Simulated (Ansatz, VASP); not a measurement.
## BaTe: VASP beside Ansatz

```
Ba Te
1.0
     4.26247    0.00000    0.00000
     0.00000    4.32640    0.00000
     0.00000    0.00000    4.26247
Ba Te
1 1
Direct
  0.00000 0.00000 0.00000
  0.50000 0.50000 0.50000
```

Change from the starting cell: strain +0.0150 x Voigt [0, 1, 0, 0, 0, 0], atoms carried along.

Alike in both runs: task single point; functional PBEsol; k mesh 6 × 6 × 6; occupations gaussian, width 0.05 eV; no spin polarisation.

|  | VASP | Ansatz |
| --- | --- | --- |
| version | VASP 6.6.1 | Ansatz 0.2.0 |
| potentials or method | VASP PAW PBE potentials, release 64 (Ba_sv, Te), cutoff 520 eV | scalar-relativistic, plane waves, PAW |
| valence electrons in the cell | 16 | 26 |

```csv
,VASP,Ansatz,Ansatz less VASP
gap on the k mesh at the Fermi level (eV),0.69,0.79,+0.096
least direct gap on the mesh (eV),0.84,0.94,+0.095
pressure (GPa),-2.1,-2.6,-0.45
"traceless stress, the component that is largest in VASP (GPa)",-0.69,-0.69,+0.002
```

VASP's potentials were made for PBE, not for PBEsol. The functional is the same, so the differences come from potentials, cutoffs and numerics. VASP's potentials hold 16 valence electrons a cell and Ansatz's 26, so a difference there can come from the potentials and not from the codes.

Neither program's run includes spin-orbit coupling.
